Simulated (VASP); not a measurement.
# Cs2SnI6 (Fm-3m) in VASP: notebook, part 2 of 2

VASP 6.6.1. Earlier steps stand in the parts before.

## 3. Single point, LDA

INCAR reads:

```
SYSTEM = Cs2SnI6
PREC = Accurate ; ENCUT = 500
EDIFF = 1E-6 ; ISMEAR = 0
SIGMA = 0.01 ; LREAL = .False.
LASPH = .True. ; NELM = 120
ALGO = Normal ; ISIF = 2
LWAVE = .False. ; LCHARG = .False.
GGA = CA ; NBANDS = 47
GGA_COMPAT = .False.
```

KPOINTS reads:

```
Automatic mesh
0
Gamma
  4 4 4
  0 0 0
```

POSCAR reads:

```
Cs2SnI6
1.0
    0.0000000000      5.9203886531      5.9203886531
    5.9203886531      0.0000000000      5.9203886531
    5.9203886531      5.9203886531      0.0000000000
Cs Sn I
2 1 6
Direct
    0.2500000000      0.2500000000      0.2500000000
    0.7500000000      0.7500000000      0.7500000000
    0.0000000000      0.0000000000      0.0000000000
    0.2436476375      0.7563523625      0.7563523625
    0.2436476375      0.7563523625      0.2436476375
    0.7563523625      0.2436476375      0.7563523625
    0.7563523625      0.2436476375      0.2436476375
    0.7563523625      0.7563523625      0.2436476375
    0.2436476375      0.2436476375      0.7563523625
```

Potentials or basis: VASP PAW LDA potentials, release 64 (Cs_sv, Sn_d, I).

Command:

```bash
$ cat potpaw_LDA.64/Cs_sv/POTCAR potpaw_LDA.64/Sn_d/POTCAR potpaw_LDA.64/I/POTCAR > POTCAR
$ mpirun -np 1 vasp_std > vasp.out
```

OUTCAR:

```text
SYSTEM = Cs2SnI6
   PREC = Accurate
   ENCUT = 500
   EDIFF = 1E-6
   ISMEAR = 0
   LREAL = .False.
   LASPH = .True.
   NELM = 120
   ISIF = 2
   GGA = CA

 ion  position               nearest neighbor table
   1  0.250  0.250  0.250-
   2  0.750  0.750  0.750-
   3  0.000  0.000  0.000-   4 2.88   5 2.88   6 2.88   7 2.88   8 2.88   9 2.88
   4  0.244  0.756  0.756-   3 2.88
   5  0.244  0.756  0.244-   3 2.88
   6  0.756  0.244  0.756-   3 2.88
   7  0.756  0.244  0.244-   3 2.88
   8  0.756  0.756  0.244-   3 2.88
   9  0.244  0.244  0.756-   3 2.88

  LATTYP: Found a face centered cubic cell.
 ALAT       =    11.8407773062

  Lattice vectors:

 A1 = (   0.0000000000,   5.9203886531,   5.9203886531)
 A2 = (   5.9203886531,   0.0000000000,   5.9203886531)
 A3 = (   5.9203886531,   5.9203886531,   0.0000000000)

Analysis of symmetry for initial positions (statically):
=====================================================================
 Subroutine PRICEL returns:
 Original cell was already a primitive cell.

[... 175 lines left out ...]
  band No.  band energies     occupation
      1     -19.9963      2.00000
      2     -19.9963      2.00000
      3     -19.9439      2.00000
      4     -19.9439      2.00000
      5     -19.9439      2.00000
      6     -19.0795      2.00000
[... 389 lines left out ...]
     46       7.2608      0.00000
     47       7.2611      0.00000

------------------------ aborting loop because EDIFF is reached ----------------------------------------

  FORCE on cell =-STRESS in cart. coord.  units (eV):
  Direction    XX          YY          ZZ          XY          YZ          ZX
  --------------------------------------------------------------------------------------
  -------------------------------------------------------------------------------------
  Total       -4.1645808     -4.1645808     -4.1645808      0.0000000      0.0000000      0.0000000
  in kB      -16.0768597    -16.0768597    -16.0768597      0.0000000      0.0000000      0.0000000
  external PRESSURE =     -16.0768597 kB  Pullay stress =       0.0000000 kB

 VOLUME and BASIS-vectors are now :
 -----------------------------------------------------------------------------
  energy-cutoff  :      500.00
  volume of cell :      415.03
      direct lattice vectors                 reciprocal lattice vectors
     0.000000000  5.920388653  5.920388653    -0.084453915  0.084453915  0.084453915
     5.920388653  0.000000000  5.920388653     0.084453915 -0.084453915  0.084453915
     5.920388653  5.920388653  0.000000000     0.084453915  0.084453915 -0.084453915

 POSITION                                       TOTAL-FORCE (eV/Angst)
 -----------------------------------------------------------------------------------
      2.96019      2.96019      2.96019        -0.000000     -0.000000      0.000000
      8.88058      8.88058      8.88058        -0.000000     -0.000000      0.000000
      0.00000      0.00000      0.00000        -0.000000      0.000000      0.000000
      8.95580      5.92039      5.92039         0.095950      0.000000      0.000000
      5.92039      2.88498      5.92039        -0.000000     -0.095950      0.000000
      5.92039      8.95580      5.92039        -0.000000      0.095950      0.000000
      2.88498      5.92039      5.92039        -0.095950      0.000000      0.000000
      5.92039      5.92039      8.95580        -0.000000      0.000000      0.095950
      5.92039      5.92039      2.88498        -0.000000      0.000000     -0.095950
 -----------------------------------------------------------------------------------
    total drift:                                0.000000      0.000000      0.000000

  FREE ENERGIE OF THE ION-ELECTRON SYSTEM (eV)
  ---------------------------------------------------
  free  energy   TOTEN  =       -26.5873203080 eV

  energy  without entropy=      -26.5873196949  energy(sigma->0) =      -26.58732000
```

OSZICAR:

```text
N       E                     dE             d eps       ncg     rms          rms(c)
DAV:   1     0.568271365628E+03    0.56827E+03   -0.28246E+04   752   0.132E+03
DAV:   2     0.447603622773E+02   -0.52351E+03   -0.50560E+03   896   0.265E+02
DAV:   3    -0.242621390037E+02   -0.69023E+02   -0.68087E+02   877   0.113E+02
DAV:   4    -0.270444968392E+02   -0.27824E+01   -0.27764E+01   936   0.275E+01
DAV:   5    -0.271502753602E+02   -0.10578E+00   -0.10575E+00  1098   0.500E+00    0.700E+00
DAV:   6    -0.266757684797E+02    0.47451E+00   -0.61302E-01  1018   0.512E+00    0.479E+00
DAV:   7    -0.265912468858E+02    0.84522E-01   -0.42484E-01  1019   0.244E+00    0.110E+00
DAV:   8    -0.265873082561E+02    0.39386E-02   -0.33757E-02  1002   0.106E+00    0.524E-01
DAV:   9    -0.265872951628E+02    0.13093E-04   -0.30776E-03   930   0.236E-01    0.104E-01
DAV:  10    -0.265872924384E+02    0.27243E-05   -0.20937E-04   938   0.588E-02    0.512E-02
DAV:  11    -0.265873212593E+02   -0.28821E-04   -0.58871E-05   969   0.381E-02    0.965E-03
DAV:  12    -0.265873203080E+02    0.95127E-06   -0.88525E-06   907   0.132E-02
   1 F= -.26587320E+02 E0= -.26587320E+02  d E =-.613141E-06
```

It took 3.8 min on 1 thread of Intel Xeon Platinum 8488C (Sapphire Rapids), shared host; peak memory 0.49 GiB.

What came out:

```yaml
Free_energy: -26.5873 eV
Pressure: -1.6 GPa
Largest_force: 0.096 eV/Å
Band_gap_on_the_k_mesh: 0.05 eV
```

Forces on the atoms (eV/Å):
```
Cs   0.000  0.000  0.000
Cs   0.000  0.000  0.000
Sn   0.000  0.000  0.000
I    0.096  0.000  0.000
I    0.000 -0.096  0.000
I    0.000  0.096  0.000
I   -0.096  0.000  0.000
I    0.000  0.000  0.096
I    0.000  0.000 -0.096
```

Caveat: spin-orbit coupling is left out, which moves the levels of the heavy elements.

## 4. Single point, PBE

This run uses another cell than the first one, of 48.51 Å³/atom.

INCAR reads:

```
SYSTEM = Cs2SnI6
PREC = Accurate
ENCUT = 500
EDIFF = 1E-6
ISMEAR = -1
SIGMA = 0.02
LREAL = .False.
LASPH = .True.
NELM = 120
ALGO = Normal
ISIF = 2
LWAVE = .False.
LCHARG = .False.
GGA = PE
NBANDS = 47
GGA_COMPAT = .False.
```

KPOINTS is that of step 3.

POSCAR reads:

```
Cs2SnI6
1.0
    0.0000000000      6.0210863479      6.0210863479
    6.0210863479      0.0000000000      6.0210863479
    6.0210863479      6.0210863479      0.0000000000
Cs Sn I
2 1 6
Direct
    0.2500000000      0.2500000000      0.2500000000
    0.7500000000      0.7500000000      0.7500000000
    0.0000000000      0.0000000000      0.0000000000
    0.2416515122      0.7583484878      0.7583484878
    0.2416515122      0.7583484878      0.2416515122
    0.7583484878      0.2416515122      0.7583484878
    0.7583484878      0.2416515122      0.2416515122
    0.7583484878      0.7583484878      0.2416515122
    0.2416515122      0.2416515122      0.7583484878
```

Potentials or basis: VASP PAW PBE potentials, release 64 (Cs_sv, Sn_d, I).

Command:

```bash
$ cat potpaw_PBE.64/Cs_sv/POTCAR potpaw_PBE.64/Sn_d/POTCAR potpaw_PBE.64/I/POTCAR > POTCAR
$ mpirun -np 1 vasp_std > vasp.out
```

Run time: 3.6 min. Hardware: 1 thread of Intel Xeon Platinum 8488C (Sapphire Rapids), shared host; peak memory 0.67 GiB.

The run converged. Its results:

```
Free energy            : -22.9819 eV
Pressure               : 0.0 GPa
Largest force          : 0.003 eV/Å
Band gap on the k mesh : 0.27 eV
```

Forces in eV/Å, atoms in the order of the input:
```
Cs   0.000  0.000  0.000
Cs   0.000  0.000  0.000
Sn   0.000  0.000  0.000
I   -0.003  0.000  0.000
I    0.000  0.003  0.000
I    0.000 -0.003  0.000
I    0.003  0.000  0.000
I    0.000  0.000 -0.003
I    0.000  0.000  0.003
```

Levels at points of the mesh, in eV from the valence-band top:
| k point | band 34 | band 35 | band 36 | band 37 | band 38 | band 39 | band 40 | band 41 |
| --- | --- | --- | --- | --- | --- | --- | --- | --- |
| (0.00, 0.00, 0.00) | -0.44 | 0.00 | 0.00 | 0.00 | 0.27 | 4.03 | 4.03 | 4.03 |
| (0.50, 0.00, 0.00) | -0.42 | -0.28 | -0.25 | -0.25 | 1.05 | 3.56 | 4.93 | 4.93 |
| (0.50, 0.50, 0.00) | -0.61 | -0.61 | -0.60 | -0.02 | 1.30 | 4.47 | 4.47 | 4.66 |

Caveat: spin-orbit coupling is left out, which moves the levels of the heavy elements.

## 5. Overview

| level | potentials or basis | cell | smearing | gap on the mesh (eV) | pressure (GPa) | largest force (eV/Å) |
| --- | --- | --- | --- | --- | --- | --- |
| PBE | VASP PAW PBE potentials, release 64 (Cs_sv, Sn_d, I) | a = 8.373 Å, angles 60.0°, 9 atoms, atomic positions A | fermi-dirac 0.02 eV | 0.21 | 0.6 | 0.12 |
| LDA | VASP PAW LDA potentials, release 64 (Cs_sv, Sn_d, I) | a = 8.373 Å, angles 60.0°, 9 atoms, atomic positions A | gaussian 0.01 eV | 0.05 | -1.6 | 0.10 |
| PBE | VASP PAW PBE potentials, release 64 (Cs_sv, Sn_d, I) | a = 8.515 Å, angles 60.0°, 9 atoms, atomic positions B | fermi-dirac 0.02 eV | 0.27 | 0.0 | - |

Alike in all rows: task single point; no spin polarisation; k mesh 4 × 4 × 4; cutoff (eV) 500.

Caveats: spin-orbit coupling is left out, which moves the levels of the heavy elements.

Total energies depend on the potentials used, so only differences within one code and one set of settings carry meaning.
